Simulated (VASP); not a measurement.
A run of VASP 6.6.1 is set up as follows.

The input INCAR:

```
SYSTEM = BN
PREC = Accurate ; ENCUT = 520
EDIFF = 1E-7 ; ISMEAR = 0
SIGMA = 0.05 ; LREAL = .FALSE.
LASPH = .TRUE. ; NELM = 80
ALGO = Normal ; ISIF = 2
LWAVE = .FALSE. ; LCHARG = .TRUE.
GGA = PE ; LELF = .TRUE.
LVHAR = .TRUE. ; NBANDS = 16
```

File KPOINTS:

```
regular mesh
0
G
  12 12 6
  0 0 0
```

File POSCAR:

```
BN
1.0
    2.7582547698      0.0000000000      0.0000000000
   -1.3791273849      2.3887187008      0.0000000000
    0.0000000000      0.0000000000      3.8887066000
B N
2 2
Direct
    0.6666666667      0.3333333333      0.9997240000
    0.3333333333      0.6666666667      0.4997240000
    0.6666666667      0.3333333333      0.6252760000
    0.3333333333      0.6666666667      0.1252760000
```

Potentials or basis: VASP PAW PBE potentials, release 64 (B, N).

Command:

```bash
$ cat potpaw_PBE.64/B/POTCAR potpaw_PBE.64/N/POTCAR > POTCAR
$ mpirun -np 1 vasp_std > vasp.out
```

Task: Estimate the pressure.

Result: -10.5 GPa.

Task: Predict the band gap on the k mesh.

Result: 4.73 eV, indirect (least direct gap 5.62 eV).

Task: What does it give for the largest force?

Result: 0.925 eV/Å.

Forces on the atoms (eV/Å):
```
B    0.000  0.000  0.925
B    0.000  0.000  0.925
N    0.000  0.000 -0.925
N    0.000  0.000 -0.925
```

Caveat: the cell differs from its parent crystal (strain +0.080 along x and y, -0.080 along z). A k mesh can miss the band edges.
